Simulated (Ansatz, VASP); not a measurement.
## One calculation of Ag, two programs

```
Ag
1.0
    -1.65152    1.65152    1.65152
     1.65152   -1.65152    1.65152
     1.65152    1.65152   -1.65152
Ag
1
Direct
  0.00000 0.00000 0.00000
```

Alike in both runs: functional PBE; k mesh 16 × 16 × 16; occupations fermi-dirac, width 0.08 eV; no spin polarisation.

Ansatz relaxed the structure, and its values are those at the end. VASP's run is a single point on that final structure, the one shown.

```csv
,VASP,Ansatz
version,VASP 6.6.1,Ansatz 0.2.0
potentials or method,"VASP PAW PBE potentials, release 64 (Ag)","PAW with Ansatz's default frozen-core files, scalar-relativistic"
plane-wave cutoff (eV),520,420
valence electrons in the cell,11,19
```

|  | VASP | Ansatz | Ansatz less VASP |
| --- | --- | --- | --- |
| pressure (GPa) | -0.1 | 0.0 | +0.11 |

With one functional, cell and mesh, what is left measures potentials, basis and numerics. VASP's potentials hold 11 valence electrons a cell and Ansatz's 19, so a difference there can come from the potentials and not from the codes.
